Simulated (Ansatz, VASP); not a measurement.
One calculation of B2P3, two programs

Contents of INCAR:

```
ALGO = Normal
EDIFF = 1E-7
EDIFFG = -0.04
ENCUT = 600
GGA = PE
IBRION = 2
ISIF = 3
ISMEAR = 0
LASPH = True
LCHARG = False
LREAL = False
LWAVE = False
NELM = 80
NSW = 90
PREC = Accurate
SIGMA = 0.1
```

File KPOINTS:

```
k-points
0
Gamma
  6 6 6
```

The input POSCAR:

```
B2P3
1.0
    5.1048867760      0.0000000000      0.0000000000
   -2.5524433880      4.4209616314      0.0000000000
    0.0000000000      0.0000000000      3.0717174880
B P
2 3
Direct
    0.0000000000      0.0000000000      0.5000000000
    0.0000000000      0.0000000000      0.0000000000
    0.5000000000      0.0000000000      0.5000000000
    0.0000000000      0.5000000000      0.5000000000
    0.5000000000      0.5000000000      0.5000000000
```

Input for Ansatz:

```yaml
crystal:
  lattice:
    - [5.104886776, 0.0, 0.0]
    - [-2.552443388, 4.4209616314, 0.0]
    - [0.0, 0.0, 3.071717488]
  atoms:
    - { symbol: B, position: [0.0, 0.0, 0.5] }
    - { symbol: B, position: [0.0, 0.0, 0.0] }
    - { symbol: P, position: [0.5, 0.0, 0.5] }
    - { symbol: P, position: [0.0, 0.5, 0.5] }
    - { symbol: P, position: [0.5, 0.5, 0.5] }
basis:
  ecutwfc: 420
kpoints:
  mp_grid: { grid: [6, 6, 6] }
hamiltonian:
  xc: pbe
scf:
  occupations: { method: gaussian, width: 0.1 }
  lower_state_search: "off"
output:
  forces: true
  stress: true
  eigenvalues: true
relax:
  adjacent_minimum: "off"
  f_tol: 0.04
  max_steps: 70
  cell: { stress_tol: 0.4 }
```

Alike in both runs: task relaxation of cell and atoms; functional PBE; k mesh 6 × 6 × 6; occupations gaussian, width 0.1 eV; no spin polarisation.

```csv
,VASP,Ansatz
version,VASP 6.6.1,Ansatz 0.2.0
potentials or method,"VASP PAW PBE potentials, release 64 (B, P), cutoff 600 eV","scalar-relativistic, plane waves, PAW"
valence electrons in the cell,21,21
```

|  | VASP | Ansatz | Ansatz less VASP |
| --- | --- | --- | --- |
| gap on the k mesh at the Fermi level, each at its own relaxed structure (eV) | none | none | - |
| relaxed volume (Å³/atom) | 13.83 | 13.80 | -0.031 |
| relaxed cell length with the largest relative difference (Å) | 3.090 | 3.088 | -0.0026 |

A gap of «none» marks a metal or a gap that the smearing closes.
